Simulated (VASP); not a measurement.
Runs of VASP 6.6.1 on K3SBr. The structure is that of space group Pm-3m (No. 221), or close to it. The cells are those of the table. 

```csv
level,cell,gap on the mesh (eV),pressure (GPa)
PBE,"a = 6.051 Å, 5 atoms",1.71,(a)
r2SCAN,"a = 5.955 Å, 5 atoms",2.15,(b)
r2SCAN,"a = 5.834 Å, 5 atoms",2.15,1.0
PBE,"a = 5.869 Å, 5 atoms",1.73,0.9
PBE,"a = 5.955 Å, 5 atoms",1.73,0.3
```

Alike in all rows: task single point; potentials or basis VASP PAW PBE potentials, release 64 (Br, S, K_sv); no spin polarisation; k mesh 4 × 4 × 4; cutoff (eV) 520; smearing gaussian 0.01 eV.

Q: Fill in the values left out.

A: (a) -0.3; (b) 0.0.

Caveats: the PAW data sets were made with another functional, which shifts forces and pressure a little (at least some runs).

A k mesh can miss the band edges, and the runs leave out spin-orbit coupling on Br.
